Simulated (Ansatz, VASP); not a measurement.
Si3N4 in VASP and in Ansatz

```
Si N
1.0
     7.66336    0.00000    0.00000
    -3.83168    6.63667    0.00000
     0.00000    0.00000    2.92651
Si N
6 8
Direct
  0.76890 0.17500 0.32563
  0.59390 0.76890 0.82563
  0.82500 0.59390 0.32563
  0.23110 0.82500 0.82563
  0.40610 0.23110 0.32563
  0.17500 0.40610 0.82563
  0.03084 0.33000 0.32564
  0.70084 0.03084 0.82564
  0.67000 0.70084 0.32564
  0.96916 0.67000 0.82564
  0.29916 0.96916 0.32564
  0.33000 0.29916 0.82564
  0.33333 0.66667 0.82561
  0.66667 0.33333 0.32561
```

Alike in both runs: task relaxation of cell and atoms; functional PBE; k mesh 6 × 6 × 8; no spin polarisation.

|  | VASP | Ansatz |
| --- | --- | --- |
| version | VASP 6.6.1 | Ansatz 0.2.0 |
| potentials or method | VASP PAW PBE potentials, release 64 (Si, N), cutoff 600 eV | scalar-relativistic, plane waves, PAW |
| occupations | gaussian, width 0.01 eV | fixed |
| valence electrons in the cell | 64 | 64 |

```csv
,VASP,Ansatz,Ansatz less VASP
"gap on the k mesh at the Fermi level, each at its own relaxed structure (eV)",4.27,4.27,+0.002
relaxed volume (Å³/atom),10.61,10.63,+0.017
relaxed length of the cell vector where the two differ most in proportion (Å),2.925,2.927,+0.0018
```

Ansatz's warnings: near symmetry operation missed by atoms.
